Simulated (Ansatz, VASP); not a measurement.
**Fe in VASP and in Ansatz**

File INCAR:

```
PREC = Accurate ; ENCUT = 520
EDIFF = 1E-7 ; ISMEAR = -1
SIGMA = 0.05 ; LREAL = False
LASPH = True ; NELM = 150
ALGO = Fast ; ISIF = 2
LWAVE = False ; LCHARG = False
ISPIN = 2 ; MAGMOM = 3
LORBIT = 11 ; LMAXMIX = 4
GGA = CA ; NBANDS = 14
```

The input KPOINTS:

```
regular mesh
0
Gamma
  13 13 13
```

The input POSCAR:

```
Fe
1.0
   -1.4135427549      1.4135427549      1.4135427549
    1.4135427549     -1.4135427549      1.4135427549
    1.4135427549      1.4135427549     -1.4135427549
Fe
1
Direct
    0.0000000000      0.0000000000      0.0000000000
```

Contents of input.yaml:

```yaml
crystal:
  lattice:
    - [-1.4135427549, 1.4135427549, 1.4135427549]
    - [1.4135427549, -1.4135427549, 1.4135427549]
    - [1.4135427549, 1.4135427549, -1.4135427549]
  atoms:
    - { symbol: Fe, position: [0.0, 0.0, 0.0], spin: 3.0 }
kpoints:
  mp_grid: { grid: [13, 13, 13] }
scf:
  occupations: { method: fermi_dirac, width: 0.05 }
hamiltonian:
  xc: lda
  pseudopotentials: { kind: all_electron, lapw: { basis_error: 0.001 } }
magnetization:
  spin_polarized: true
output:
  forces: true
  stress: true
  eigenvalues: true
```

Change from the starting cell: volume scaled by 0.94.

Alike in both runs: task single point; functional LDA; k mesh 13 × 13 × 13; occupations fermi-dirac, width 0.05 eV; collinear spin.

|  | VASP | Ansatz |
| --- | --- | --- |
| version | VASP 6.6.1 | Ansatz 0.2.0 |
| potentials or method | VASP PAW LDA potentials, release 64 (Fe), cutoff 520 eV | all-electron LAPW, scalar-relativistic |

VASP gave:

| Quantity | Value |
| --- | --- |
| gap on the k mesh at the Fermi level (eV) | none |
| pressure (GPa) | -18.5 |
| net moment per atom (μB) | 2.06 |
| size of the moment on the site where the two differ most (μB) | 2.04 |

Task: Estimate Ansatz's values.

Result: gap on the k mesh at the Fermi level (eV): none; pressure (GPa): -17.7; net moment per atom (μB): 2.09; size of the moment on the site where the two differ most (μB): 2.12.

LDA's correlation is that of Perdew and Zunger in VASP and of Perdew and Wang (1992) in Ansatz. Site moments also hang on the region over which each program counts them. A gap of «none» marks a metal or a gap that the smearing closes. Ansatz ran all-electron here, and VASP with PAW potentials.
